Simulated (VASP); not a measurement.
Set up this calculation in VASP 6.6.1, as the native input.

```yaml
Task: single point
Functional: PBEsol
Potentials_or_basis: VASP PAW PBE potentials, release 64 (Cu, I)
Cutoff: 520 eV
k_mesh: 6 × 6 × 6
Occupations: fermi-dirac, width 0.02 eV
Spin: no spin polarisation
Dipole_correction: no
Further_INCAR_settings: ALGO = Normal; EDIFF = 1e-06; NBANDS = 16
```

The structure of CuI lies in POSCAR:

```
CuI
1.0
    3.5555569128      0.0000000000      0.0000000000
    0.0000000000      3.5555569128      0.0000000000
    0.0000000000      0.0000000000      3.5555569128
Cu I
1 1
Direct
    0.0000000000      0.0000000000      0.0000000000
    0.5000000000      0.5000000000      0.5000000000
```

One way to write it, as run:

INCAR

```
SYSTEM = CuI
  PREC = Accurate
  ENCUT = 520
  EDIFF = 1E-6
  ISMEAR = -1
  SIGMA = 0.02
  LREAL = .FALSE.
  LASPH = .TRUE.
  NELM = 100
  ALGO = Normal
  ISIF = 2
  LWAVE = .FALSE.
  LCHARG = .TRUE.
  GGA = PS
  LELF = .TRUE.
  LVHAR = .TRUE.
  NBANDS = 16
```

KPOINTS

```
Automatic mesh
0
G
  6 6 6
  0 0 0
```

Potentials or basis: VASP PAW PBE potentials, release 64 (Cu, I).

The run is started by

```sh
$ cat potpaw_PBE.64/Cu/POTCAR potpaw_PBE.64/I/POTCAR > POTCAR
$ mpirun -np 1 vasp_std > vasp.out
```

Results of the run:

The pressure is 0.1 GPa and the band gap on the k mesh is zero (band 9 reaches 6.69 eV, above the bottom of band 10 at 6.10 eV).

Caveat: the PAW data sets were made with another functional, which shifts forces and pressure a little; spin-orbit coupling is left out, which moves the levels of the heavy elements; semilocal functionals often make such compounds metallic where correlation or magnetic order opens a gap, which also shifts bond lengths.

It took 20 s on 1 thread of Intel(R) Xeon(R) Platinum 8259CL CPU @ 2.50GHz (Skylake/Cascade Lake), with other jobs on the host, peak memory 0.16 GiB.
